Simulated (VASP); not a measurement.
Write the native input for VASP 6.6.1 that does the following.

- Task: single point
- Functional: r2SCAN
- Potentials or basis: VASP PAW PBE potentials, release 64 (Zn, O)
- Cutoff: 520 eV
- k mesh: 12 × 12 × 6
- Occupations: gaussian, width 0.05 eV
- Spin: no spin polarisation
- Dipole correction: no
- Further INCAR settings: ALGO = Normal; EDIFF = 1e-06; NBANDS = 26

The system is ZnO.

```
Zn O
1.0
     3.13403    0.00000    0.00000
    -1.56702    2.71415    0.00000
     0.00000    0.00000    5.55330
Zn O
2 2
Direct
  0.33333 0.66667 0.00124
  0.66667 0.33333 0.50124
  0.33333 0.66667 0.38086
  0.66667 0.33333 0.88086
```

This cell differs from its parent crystal: ratio of the length along z to the lengths across it x 1.1, volume and fractional coordinates fixed.

The input as run:

POSCAR

```
ZnO
1.0
    3.1340336325      0.0000000000      0.0000000000
   -1.5670168162      2.7141527420      0.0000000000
    0.0000000000      0.0000000000      5.5532965947
Zn O
2 2
Direct
    0.3333333333      0.6666666667      0.0012360745
    0.6666666667      0.3333333333      0.5012360745
    0.3333333333      0.6666666667      0.3808639255
    0.6666666667      0.3333333333      0.8808639255
```

INCAR.step1

```
ALGO = Normal
EDIFF = 1E-4
ENCUT = 520
GGA = PE
ISMEAR = 0
LASPH = True
LCHARG = False
LREAL = False
LWAVE = True
NBANDS = 26
NELM = 80
PREC = Accurate
SIGMA = 0.05
```

INCAR.step2

```
ALGO = Normal
EDIFF = 1E-6
ENCUT = 520
ISIF = 2
ISMEAR = 0
ISTART = 1
LASPH = True
LCHARG = True
LELF = True
LMIXTAU = True
LREAL = False
LVHAR = True
LWAVE = False
METAGGA = R2SCAN
NBANDS = 26
NELM = 80
PREC = Accurate
SIGMA = 0.05
```

KPOINTS

```
k-points
0
Gamma
  12 12 6
```

Potentials or basis: VASP PAW PBE potentials, release 64 (Zn, O).

The run is started by

```console
$ cat potpaw_PBE.64/Zn/POTCAR potpaw_PBE.64/O/POTCAR > POTCAR
$ cp INCAR.step1 INCAR
$ mpirun -np 1 vasp_std > vasp.out
$ cp INCAR.step2 INCAR
$ mpirun -np 1 vasp_std > vasp.out
```

Results of the run:

```yaml
Pressure: 3.0 GPa
Largest_force: 0.638 eV/Å
Band_gap_on_the_k_mesh: 1.02 eV, direct
```

Caveat: the PAW data sets were made with another functional, which shifts forces and pressure a little.

Run time: 3.1 min on 1 thread of Intel Xeon 6975P-C, with other jobs on the host, peak memory 0.22 GiB.
